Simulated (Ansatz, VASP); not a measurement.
# Two plane-wave programs on CaBr

Contents of INCAR:

```
SYSTEM = CaBr
  PREC = Accurate
  ENCUT = 520
  EDIFF = 1E-6
  ISMEAR = 0
  SIGMA = 0.15
  LREAL = .False.
  LASPH = .True.
  NELM = 80
  ALGO = Normal
  ISIF = 2
  LWAVE = .False.
  LCHARG = .False.
  GGA = PE
  NBANDS = 16
```

KPOINTS

```
Automatic mesh
0
Gamma
  15 15 12
  0 0 0
```

Contents of POSCAR:

```
CaBr
1.0
    4.0274186544      0.0000000000      0.0000000000
   -2.0137093272      3.4878468664      0.0000000000
    0.0000000000      0.0000000000      4.1063100586
Ca Br
1 1
Direct
    0.0000000000      0.0000000000      0.0000000000
    0.3333333333      0.6666666667      0.5000000000
```

Input for Ansatz:

```yaml
crystal:
  lattice:
    - [4.0274186544, 0.0, 0.0]
    - [-2.0137093272, 3.4878468664, 0.0]
    - [0.0, 0.0, 4.1063100586]
  atoms:
    - { symbol: Ca, position: [0.0, 0.0, 0.0] }
    - { symbol: Br, position: [0.3333333333, 0.6666666667, 0.5] }
basis:
  ecutwfc: 420
kpoints:
  mp_grid: { grid: [15, 15, 12] }
hamiltonian:
  xc: pbe
scf:
  occupations: { method: gaussian, width: 0.15 }
output:
  forces: true
  stress: true
  eigenvalues: true
```

Alike in both runs: task single point; functional PBE; k mesh 15 × 15 × 12; occupations gaussian, width 0.15 eV; no spin polarisation.

|  | VASP | Ansatz |
| --- | --- | --- |
| version | VASP 6.6.1 | Ansatz 0.2.0 |
| potentials or method | VASP PAW PBE potentials, release 64 (Ca_sv, Br), cutoff 520 eV | scalar-relativistic, plane waves, PAW |
| valence electrons in the cell | 17 | 17 |

|  | VASP | Ansatz | Ansatz less VASP |
| --- | --- | --- | --- |
| gap on the k mesh at the Fermi level (eV) | none | none | - |
| pressure (GPa) | 0.3 | 0.2 | -0.06 |
| traceless stress, the component that is largest in VASP (GPa) | 2.18 | 2.16 | -0.019 |

A gap of «none» marks a metal or a gap that the smearing closes.
